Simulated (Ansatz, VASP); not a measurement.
# One calculation of ZrB, two programs

```xyz
2
Lattice="0.0000 2.3250 2.3250 2.3250 0.0000 2.3250 2.3250 2.3250 0.0000" Properties=species:S:1:pos:R:3 pbc="T T T"
Zr    0.0000    0.0000    0.0000
B     2.3250    2.3250    2.2000
```

Change from the starting cell: all B atoms moved +0.125 Å, as atom 2 towards its neighbour atom 1 (Zr) at 2.325 Å.

Alike in both runs: task single point; functional PBE; k mesh 18 × 18 × 18; occupations gaussian, width 0.15 eV; no spin polarisation.

|  | VASP | Ansatz |
| --- | --- | --- |
| version | VASP 6.6.1 | Ansatz 0.2.0 |
| potentials or method | VASP PAW PBE potentials, release 64 (Zr_sv, B), cutoff 520 eV | scalar-relativistic, plane waves, PAW |
| valence electrons in the cell | 15 | 15 |

```tsv
	VASP	Ansatz	Ansatz less VASP
gap on the k mesh at the Fermi level (eV)	none	none	-
rms of the force components (eV/Å)	0.779	0.778	-0.0014
```

Atom by atom the forces differ by 0.001 eV/Å (rms over components). A gap of «none» marks a metal or a gap that the smearing closes. With one functional, cell and mesh, what is left measures potentials, basis and numerics.
